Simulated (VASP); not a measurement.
Pt:

```
Pt
1.0
     0.00000    1.93900    1.93900
     1.93900    0.00000    1.93900
     1.93900    1.93900    0.00000
Pt
1
Direct
  0.00000 0.00000 0.00000
```

Base run:

| Item | Value |
| --- | --- |
| Program | VASP 6.6.1 |
| Functional | PBE |
| Potentials or basis | VASP PAW PBE potentials, release 64 (Pt) |
| Cutoff | 500 eV |
| k mesh | 13 × 13 × 13 |
| Occupations | fermi-dirac, width 0.05 eV |
| Spin | no spin polarisation |

Its results: band gap on the k mesh zero (band 5 reaches 12.38 eV, above the bottom of band 6 at 10.08 eV); pressure 20.6 GPa.

Task: The run is repeated on the same cell with these changes: k mesh from 13 × 13 × 13 to 7 × 7 × 7. What comes out?

Result: Band gap on the k mesh zero (band 5 reaches 12.26 eV, above the bottom of band 6 at 10.13 eV); pressure 22.4 GPa.

Caveats: some runs use coarse meshes; spin-orbit coupling is left out, which moves the levels of the heavy elements.
